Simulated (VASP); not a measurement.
A run of VASP 6.6.1 is set up as follows.

Contents of INCAR:

```
PREC = Accurate ; ENCUT = 520
EDIFF = 1E-7 ; ISMEAR = 0
SIGMA = 0.15 ; LREAL = False
LASPH = True ; NELM = 60
ALGO = Fast ; ISIF = 2
LWAVE = False ; LCHARG = True
GGA = CA ; LELF = True
LVHAR = True ; NBANDS = 18
```

File KPOINTS:

```
Automatic mesh
0
Gamma
  16 16 16
```

File POSCAR:

```
TiAl3
1.0
   -1.7826752749      1.7826752749      4.0022893691
    1.7826752749     -1.7826752749      4.0022893691
    1.7826752749      1.7826752749     -4.0022893691
Ti Al
1 3
Direct
    0.0000000000      0.0000000000      0.0000000000
    0.5000000000      0.5000000000      0.0000000000
    0.7500000000      0.2500000000      0.5000000000
    0.2500000000      0.7500000000      0.5000000000
```

Potentials or basis: VASP PAW LDA potentials, release 64 (Ti_sv, Al).

Launch:

```bash
$ cat potpaw_LDA.64/Ti_sv/POTCAR potpaw_LDA.64/Al/POTCAR > POTCAR
$ mpirun -np 1 vasp_std > vasp.out
```

Task: Predict the pressure.

Result: 29.2 GPa.

Stress tensor (GPa, compression positive):
```
29.61  0.00  0.00
 0.00 29.61  0.00
 0.00  0.00 28.46
```
